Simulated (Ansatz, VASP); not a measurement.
TiRe: VASP beside Ansatz

```
CELL_PARAMETERS angstrom
3.11800 -0.03118 -0.03118
-0.03118 3.11800 -0.03118
-0.03118 -0.03118 3.11800
ATOMIC_POSITIONS crystal
Ti 0.50000 0.50000 0.50000
Re 0.00000 0.00000 0.00000
```

Change from the starting cell: equal xy, yz and zx shear strains of -2 %, crystal datasets.

Alike in both runs: task electric field gradients; functional PBEsol; k mesh 13 × 13 × 13; occupations fermi-dirac, width 0.05 eV; no spin polarisation.

|  | VASP | Ansatz |
| --- | --- | --- |
| version | VASP 6.6.1 | Ansatz 0.2.0 |
| potentials or method | VASP PAW PBE potentials, release 64 (Ti_sv, Re), cutoff 520 eV | all-electron PAW with datasets made for the crystal, scalar-relativistic |

Ansatz gave:

```
pressure (GPa)                                                : -7.5
traceless stress, the component that is largest in VASP (GPa) : 1.63
size of Vzz on the site where it differs most (V/Å²)          : 19.1
```

Q: Estimate VASP's values.

A: Pressure (GPa): -7.7; traceless stress, the component that is largest in VASP (GPa): 1.63; size of Vzz on the site where it differs most (V/Å²): 8.5.

VASP's potentials were made for PBE, not for PBEsol. Ansatz ran all-electron here, and VASP with PAW potentials.

Neither program's run includes spin-orbit coupling.
